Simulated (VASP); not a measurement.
**Sb: single point with PBEsol**

The system is Sb.

```
Sb
1.0
    -1.75315    1.75315    1.75315
     1.75315   -1.75315    1.75315
     1.75315    1.75315   -1.75315
Sb
1
Cartesian
  0.0000 0.0000 0.0000
```

```
Program             : VASP 6.6.1
Task                : single point
Functional          : PBEsol
Potentials or basis : VASP PAW PBE potentials, release 64 (Sb)
Cutoff              : 520 eV
k mesh              : 10 × 10 × 10
Occupations         : fermi-dirac, width 0.05 eV
Spin                : no spin polarisation
```

```
Pressure : 20.3 GPa
```

Levels at points of the mesh, in eV from the Fermi level:
```tsv
k point	band 1	band 2	band 3	band 4	band 5	band 6
(0.00, 0.00, 0.00)	-14.82	7.48	7.48	7.48	11.54	11.54
(0.50, 0.00, 0.00)	-9.28	-7.12	2.25	4.42	7.28	7.34
(0.50, 0.50, 0.50)	-4.38	-2.54	-2.54	-2.54	2.49	2.49
```

Run time: 21 s on 1 thread of AMD EPYC 7R13, with other jobs on the host, peak memory 0.11 GiB.

Caveat: the PAW data sets were made with another functional, which shifts forces and pressure a little; spin-orbit coupling is left out, which moves the levels of the heavy elements.
